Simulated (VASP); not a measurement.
Input of a VASP 6.6.1 run:

Contents of INCAR:

```
PREC     = Accurate       # precision mode
ENCUT    = 600            # plane-wave cutoff, eV
EDIFF    = 1E-6           # SCF threshold, eV
ISMEAR   = -1             # smearing method
SIGMA    = 0.05           # smearing width, eV
LREAL    = F              # projectors in reciprocal space
LASPH    = T              # aspherical terms in the spheres
NELM     = 200            # most SCF steps
ALGO     = Normal         # electronic algorithm
ISIF     = 2              # what is computed and relaxed
LWAVE    = F              # write WAVECAR
LCHARG   = F              # write CHGCAR
ISPIN    = 2              # spin polarisation
MAGMOM   = 2 2 0 0 0 0    # initial moments
LORBIT   = 11             # projections on sites
LMAXMIX  = 4              # l up to which the mixer works
GGA      = PS             # functional
NBANDS   = 38             # bands
GGA_COMPAT= F
```

The input KPOINTS:

```
regular mesh
0
Gamma
  6 6 9
```

The input POSCAR:

```
VO2
1.0
    4.5665141372      0.0000000000      0.0000000000
    0.0000000000      4.5665141372      0.0000000000
    0.0000000000      0.0000000000      3.0845131470
V O
2 4
Direct
    0.5000000000      0.5000000000      0.5000000000
    0.0000000000      0.0000000000      0.0000000000
    0.2003580000      0.7996420000      0.5000000000
    0.7996420000      0.2003580000      0.5000000000
    0.7003580000      0.7003580000      0.0000000000
    0.2996420000      0.2996420000      0.0000000000
```

Potentials or basis: VASP PAW PBE potentials, release 64 (V_sv, O).

Run with:

```sh
$ cat potpaw_PBE.64/V_sv/POTCAR potpaw_PBE.64/O/POTCAR > POTCAR
$ mpirun -np 1 vasp_std > vasp.out
```

(1) What does it give for the net moment?

(2) Estimate the band gap on the k mesh.

(3) Estimate the largest force.

Results:

(1) 2.00 μB per cell.

(2) zero (filled and empty bands overlap).

(3) 0.294 eV/Å.

Caveat: the PAW data sets were made with another functional, which shifts forces and pressure a little; semilocal functionals often make such compounds metallic where correlation or magnetic order opens a gap, which also shifts bond lengths.
